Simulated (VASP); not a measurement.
# SiC11 (a cell with a defect) in VASP: relaxation of the atoms with PBE+D3(BJ)

Aim: the relaxation of the atoms of SiC11 (a cell with a defect) with PBE+D3(BJ).

All numbers are computed with VASP 6.6.1; they aren't measurements. Logs are shortened: lines on timing, memory, paths and dates and some standing lists are left out, and cuts for length are marked.

## Step 1: The cell of the first run

The cell holds a defect, 12 atoms: a = 4.269 Å, b = 4.269 Å, c = 7.135 Å, α = 90.00°, β = 90.00°, γ = 120.00°.

## Step 2: Relaxation of the atoms, PBE+D3(BJ)

INCAR reads:

```
SYSTEM = SiC11
PREC = Accurate
ENCUT = 520
EDIFF = 1E-6
ISMEAR = 0
SIGMA = 0.1
LREAL = .FALSE.
LASPH = .TRUE.
NELM = 60
ALGO = Normal
ISIF = 2
LWAVE = .FALSE.
LCHARG = .FALSE.
GGA = PE
IVDW = 12
IBRION = 2
NSW = 65
EDIFFG = -0.025
```

KPOINTS reads:

```
Automatic mesh
0
Gamma
  7 7 4
  0 0 0.5
```

POSCAR reads:

```
SiC11
1.0
    3.6971072406     -2.1345258606      0.0000000000
   -3.6971072406     -2.1345258606      0.0000000000
    0.0000000000      0.0000000000     -7.1348531428
Si C
1 11
Direct
    0.0000000000      0.3333333333      0.5000000000
    0.0000000000      0.3333333333      0.0000000000
    0.3333333333      0.0000000000      0.5000000000
    0.3333333333      0.0000000000      0.0000000000
    0.6666666667      0.6666666667      0.5000000000
    0.6666666667      0.6666666667      0.0000000000
    0.3333333333      0.3333333333      0.5000000000
    0.3333333333      0.3333333333      0.0000000000
    0.6666666667      0.0000000000      0.5000000000
    0.6666666667      0.0000000000      0.0000000000
    1.0000000000      0.6666666667      0.5000000000
    1.0000000000      0.6666666667      0.0000000000
```

Potentials or basis: VASP PAW PBE potentials, release 64 (Si, C).

Command:

```
$ cat potpaw_PBE.64/Si/POTCAR potpaw_PBE.64/C/POTCAR > POTCAR
$ mpirun -np 1 vasp_std > vasp.out
```

OUTCAR:

```text
SYSTEM = SiC11
   PREC = Accurate
   ENCUT = 520
   EDIFF = 1E-6
   ISMEAR = 0
   LREAL = .FALSE.
   LASPH = .TRUE.
   NELM = 60
   ISIF = 2
   GGA = PE
   IVDW = 12
   IBRION = 2
   NSW = 65
   EDIFFG = -0.025
 IVDW          = 12

 ion  position               nearest neighbor table
   1  0.000  0.333  0.500-   7 1.42   9 1.42  11 1.42   3 2.46   5 2.46   5 2.46   5 2.46   3 2.46
                             3 2.46
   2  0.000  0.333  0.000-   8 1.42  10 1.42  12 1.42
   3  0.333  0.000  0.500-   7 1.42  11 1.42   9 1.42   1 2.46   1 2.46   1 2.46
   4  0.333  0.000  0.000-   8 1.42  12 1.42  10 1.42
   5  0.667  0.667  0.500-   9 1.42  11 1.42   7 1.42   1 2.46   1 2.46   1 2.46
   6  0.667  0.667  0.000-  10 1.42  12 1.42   8 1.42
   7  0.333  0.333  0.500-   1 1.42   3 1.42   5 1.42
   8  0.333  0.333  0.000-   2 1.42   4 1.42   6 1.42
   9  0.667  0.000  0.500-   5 1.42   1 1.42   3 1.42
  10  0.667  0.000  0.000-   6 1.42   2 1.42   4 1.42
  11  0.000  0.667  0.500-   5 1.42   3 1.42   1 1.42
  12  0.000  0.667  0.000-   6 1.42   4 1.42   2 1.42

  LATTYP: Found a hexagonal cell.
 ALAT       =     4.2690517212
 C/A-ratio  =     1.6712969551

  Lattice vectors:

 A1 = (   3.6971072406,  -2.1345258606,   0.0000000000)
 A2 = (  -3.6971072406,  -2.1345258606,   0.0000000000)
 A3 = (   0.0000000000,   0.0000000000,  -7.1348531428)

Analysis of symmetry for initial positions (statically):
=====================================================================
 Subroutine PRICEL returns:
 Original cell was already a primitive cell.

 Routine SETGRP: Setting up the symmetry group for a
 hexagonal supercell.

 Subroutine GETGRP returns: Found 12 space group operations
 (whereof  4 operations were pure point group operations)
 out of a pool of 24 trial point group operations.

The static configuration has the point symmetry C_2v.
 The point group associated with its full space group is D_3h.

Analysis of symmetry for dynamics (positions and initial velocities):
=====================================================================
 Subroutine PRICEL returns:
 Original cell was already a primitive cell.

 Routine SETGRP: Setting up the symmetry group for a
 hexagonal supercell.

 Subroutine GETGRP returns: Found 12 space group operations
 (whereof  4 operations were pure point group operations)
 out of a pool of 24 trial point group operations.

The dynamic configuration has the point symmetry C_2v.
 The point group associated with its full space group is D_3h.

 Subroutine INISYM returns: Found 12 space group operations
 (whereof  4 operations are pure point group operations),
 and found     1 'primitive' translations

----------------------------------------------------------------------------------------

                                     Primitive cell

  volume of cell :     112.6104

  direct lattice vectors                    reciprocal lattice vectors
     3.697107241 -2.134525861  0.000000000     0.135240870 -0.234244058  0.000000000
    -3.697107241 -2.134525861  0.000000000    -0.135240870 -0.234244058  0.000000000
     0.000000000  0.000000000 -7.134853143     0.000000000  0.000000000 -0.140157054

  length of vectors
     4.269051721  4.269051721  7.134853143     0.270481740  0.270481740  0.140157054

  position of ions in fractional coordinates (direct lattice)
     0.000000000  0.333333333  0.500000000
     0.000000000  0.333333333  0.000000000
     0.333333333  0.000000000  0.500000000
     0.333333333  0.000000000  0.000000000
     0.666666667  0.666666667  0.500000000
     0.666666667  0.666666667  0.000000000
     0.333333333  0.333333333  0.500000000
     0.333333333  0.333333333  0.000000000
     0.666666667  0.000000000  0.500000000
     0.666666667  0.000000000  0.000000000
     0.000000000  0.666666667  0.500000000
     0.000000000  0.666666667  0.000000000

  ion indices of the primitive-cell ions
   primitive index   ion index
                 1           1
                 2           2
                 3           3
                 4           4
                 5           5
                 6           6
                 7           7
                 8           8
                 9           9
                10          10
                11          11
                12          12

----------------------------------------------------------------------------------------

 KPOINTS: Automatic mesh

Automatic generation of k-mesh.
 Grid dimensions read from file:
 generate k-points for:    7    7    4

 Generating k-lattice:

  Cartesian coordinates                     Fractional coordinates (reciprocal lattice)
     0.019320124 -0.033463437  0.000000000     0.142857143  0.000000000  0.000000000
    -0.019320124 -0.033463437  0.000000000     0.000000000  0.142857143  0.000000000
     0.000000000  0.000000000 -0.035039264     0.000000000  0.000000000  0.250000000

  Length of vectors
     0.038640249  0.038640249  0.035039264

  Shift w.r.t. Gamma in fractional coordinates (k-lattice)
     0.000000000  0.000000000  0.500000000

 Subroutine IBZKPT returns following result:
 ===========================================

 Found     16 irreducible k-points:

 Following reciprocal coordinates:
            Coordinates               Weight
  0.000000  0.000000  0.125000      2.000000
  0.142857 -0.000000  0.125000     12.000000
  0.285714 -0.000000  0.125000     12.000000
  0.428571  0.000000  0.125000     12.000000
  0.142857  0.142857  0.125000     12.000000
  0.285714  0.142857  0.125000     24.000000
[... 8 lines left out ...]
  0.428571  0.142857  0.375000     12.000000
  0.285714  0.285714  0.375000     12.000000
   k-points           NKPTS =     16   k-points in BZ     NKDIM =     16   number of bands    NBANDS=     31
   number of dos      NEDOS =    301   number of ions     NIONS =     12
   total plane-waves  NPLWV =  55296
   dimension x,y,z NGX =    32 NGY =   32 NGZ =   54
   dimension x,y,z NGXF=    64 NGYF=   64 NGZF=  108
   ions per type =               1  11
   NGX,Y,Z   is equivalent  to a cutoff of  12.46, 12.46, 12.58 a.u.
   NGXF,Y,Z  is equivalent  to a cutoff of  24.92, 24.92, 25.16 a.u.
 SYSTEM =  SiC11
   PREC   = accura    normal or accurate (medium, high low for compatibility)
   ISTART =      0    job   : 0-new  1-cont  2-samecut
   ICHARG =      2    charge: 1-file 2-atom 10-const
   ISPIN  =      1    spin polarized calculation?
   LNONCOLLINEAR =      F non collinear calculations
   LSORBIT =      F    spin-orbit coupling
   LASPH  =      T    aspherical Exc in radial PAW
   ENCUT  =  520.0 eV  38.22 Ry    6.18 a.u.   7.94  7.94 13.27*2*pi/ulx,y,z
   NELM   =     60;   NELMIN=  2; NELMDL= -5     # of ELM steps
   EDIFF  = 0.1E-05   stopping-criterion for ELM
   LREAL  =      F    real-space projection
   EDIFFG = -.3E-01   stopping-criterion for IOM
   NSW    =     65    number of steps for IOM
   IBRION =      2    ionic relax: 0-MD 1-quasi-New 2-CG
   NFREE  =      1    steps in history (QN), initial steepest desc. (CG)
   ISIF   =      2    stress and relaxation
   ISYM   =      2    0-nonsym 1-usesym 2-fastsym
   POTIM  = 0.5000    time-step for ionic-motion
   TEBEG  =    0.0;   TEEND  =   0.0 temperature during run
   PSTRESS=    0.0 pullay stress
   NELECT =      48.0000    total number of electrons
   NUPDOWN=      -1.0000    fix difference up-down
   EMIN   =  10.00;   EMAX   =-10.00  energy-range for DOS
   EFERMI =   0.00;   METHOD = LEGACY
   ISMEAR =     0;   SIGMA  =   0.10  broadening in eV -4-tet -1-fermi 0-gaus
   EFERMI_NEDOS =   21; number of points for ismear=-14 and -15
   IALGO  =     38    algorithm
   IMIX   =      4    mixing-type and parameters
     AMIX     =   0.40;   BMIX     =  1.00
     AMIX_MAG =   1.60;   BMIX_MAG =  1.00
  volume/ion in A,a.u.               =       9.38        63.33
  Fermi-wavevector in a.u.,A,eV,Ry     =   1.232052  2.328241 20.652996  1.517952
  Thomas-Fermi vector in A             =   2.366837
   LORBIT       =      0    0 simple, 1 ext, 2 COOP (PROOUT), +10 PAW based schemes
   GGA     = PE    functional components
   LHFCALC =     F    Hartree Fock is set to
   AEXX    =    0.0000 exact exchange contribution
   IVDW    =    12    specifies the selected vdW correction
   LEPSILON=     F    determine dielectric tensor
   LRPA    =     F    only Hartree local field effects (RPA)
 conjugate gradient relaxation of ions
 non-spin polarized calculation
 Gauss-broadening in eV      SIGMA  =   0.10
  energy-cutoff  :      520.00
  volume of cell :      112.61
 maximum number of plane-waves:      3060
 NGX is ok and might be reduce to    32
   NGX = 15   NGY = 15   NGZ = 27

--------------------------------------- Ionic step        1  -------------------------------------------

 number of electron      47.9999999 magnetization

 Free energy of the ion-electron system (eV)
  ---------------------------------------------------
  ext. energy  EPLUGINS =         0.00000000
  ---------------------------------------------------
  free energy    TOTEN  =       -95.30983511 eV

  energy without entropy =      -95.30855053  energy(sigma->0) =      -95.30919282

------------------------ aborting loop because EDIFF is reached ----------------------------------------

 Edisp (eV)   -1.98336

 E8    (eV) :    -0.6002

  FORCE on cell =-STRESS in cart. coord.  units (eV):
  Direction    XX          YY          ZZ          XY          YZ          ZX
  --------------------------------------------------------------------------------------
  -------------------------------------------------------------------------------------
  Total      53.25054    53.25054    -0.35572    -0.00000     0.00000    -0.00000
  in kB     757.62812   757.62812    -5.06106    -0.00000     0.00000    -0.00000
  external pressure =      503.40 kB  Pullay stress =        0.00 kB
[... 81 lines left out ...]
  energy  without entropy=     -100.2080289916  energy(sigma->0) =     -100.20910005

--------------------------------------- Ionic step        3  -------------------------------------------

 number of electron      47.9999999 magnetization

 E-fermi :   4.4736     XC(G=0):  -9.9892

 val. band max:        4.4600059868   @ k =   0.0000   0.0000   0.3750
 cond. band min:       4.4745507368   @ k =   0.0000   0.0000   0.3750
 fundamental gap:      0.0145447501
 Fermi energy:         4.4735920836

 k-point     1 :       0.0000    0.0000    0.1250
  band No.  band energies     occupation
      1     -15.0144      2.00000
      2     -13.0342      2.00000
      3      -8.0940      2.00000
      4      -8.0828      2.00000
      5      -8.0828      2.00000
      6      -8.0673      2.00000
[... 830 lines left out ...]
  energy  without entropy=     -103.0803175259  energy(sigma->0) =     -103.08243275

--------------------------------------- Ionic step        9  -------------------------------------------

 number of electron      47.9999999 magnetization

 Free energy of the ion-electron system (eV)
  ---------------------------------------------------
  ext. energy  EPLUGINS =         0.00000000
  ---------------------------------------------------
  free energy    TOTEN  =      -101.17793901 eV

  energy without entropy =     -101.17359106  energy(sigma->0) =     -101.17576503

 E-fermi :   4.9291     XC(G=0): -10.0895

 val. band max:        4.8983481784   @ k =   0.0000   0.0000   0.3750
 cond. band min:       4.9720000793   @ k =   0.0000   0.0000   0.1250
 fundamental gap:      0.0736519009
 Fermi energy:         4.9290527863

 k-point     1 :       0.0000    0.0000    0.1250
  band No.  band energies     occupation
      1     -14.6486      2.00000
      2     -14.4211      2.00000
      3      -8.8725      2.00000
      4      -7.6756      2.00000
      5      -7.6753      2.00000
      6      -7.6753      2.00000
[... 576 lines left out ...]
  FREE ENERGIE OF THE ION-ELECTRON SYSTEM (eV)
  ---------------------------------------------------
  free  energy   TOTEN  =      -103.0888636682 eV

  energy  without entropy=     -103.0845157165  energy(sigma->0) =     -103.08668969

 reached required accuracy - stopping structural energy minimisation
```

It took 3.4 min on 1 thread of AMD EPYC 9R45 (Zen 5), shared host; peak memory 0.22 GiB.

Results:

```
Free energy                : -103.0889 eV
Pressure after relaxing    : 38.8 GPa
Band gap on the k mesh     : 0.07 eV
Dispersion energy per atom : -0.159 eV
```

Forces on the atoms (eV/Å):
```
Si   0.000  0.000  0.000
C    0.000  0.000  0.000
C    0.000  0.000  0.000
C    0.000  0.000  0.000
C    0.000  0.000  0.000
C    0.000  0.000  0.000
C    0.000  0.000  0.000
C   -0.002  0.001  0.000
C    0.000  0.000  0.000
C    0.000 -0.002  0.000
C    0.000  0.000  0.000
C    0.002  0.001  0.000
```

Final structure:
```
CELL_PARAMETERS angstrom
3.69711 -2.13453 0.00000
-3.69711 -2.13453 0.00000
0.00000 0.00000 -7.13485
ATOMIC_POSITIONS crystal
Si 0.00000 0.33333 0.50000
C 0.00000 0.33333 0.00000
C 0.33333 0.00000 0.50000
C 0.33333 0.00000 0.00000
C 0.66667 0.66667 0.50000
C 0.66667 0.66667 0.00000
C 0.61980 0.33333 0.50000
C 0.33354 0.33333 0.00000
C 0.38020 0.71354 0.50000
C 0.66646 0.99979 0.00000
C 0.00000 0.95313 0.50000
C 0.00000 0.66687 0.00000
```
